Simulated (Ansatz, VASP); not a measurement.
NaCl: VASP beside Ansatz

```xyz
2
Lattice="0.0000 2.8009 2.8009 2.8009 0.0000 2.8009 2.8009 2.8009 0.0000" Properties=species:S:1:pos:R:3 pbc="T T T"
Na    0.0000    0.0000    0.0000
Cl    2.8009    2.8009    2.8009
```

Alike in both runs: functional PBEsol; k mesh 8 × 8 × 8; occupations gaussian, width 0.02 eV; no spin polarisation.

Ansatz relaxed the structure, and its values are those at the end. VASP's run is a single point on that final structure, the one shown.

```csv
,VASP,Ansatz
version,VASP 6.6.1,Ansatz 0.2.0
potentials or method,"VASP PAW PBE potentials, release 64 (Na_pv, Cl), cutoff 500 eV","scalar-relativistic, plane waves, PAW"
valence electrons in the cell,14,16
```

```csv
,VASP,Ansatz,Ansatz less VASP
gap on the k mesh at the Fermi level (eV),5.01,5.01,+0.006
least direct gap on the mesh (eV),5.01,5.01,+0.006
pressure (GPa),0.0,0.0,0.00
```

VASP's potentials were made for PBE, not for PBEsol, and Ansatz warns of the same on its side. The functional is the same, so the differences come from potentials, cutoffs and numerics. VASP's potentials hold 14 valence electrons a cell and Ansatz's 16, so a difference there can come from the potentials and not from the codes.
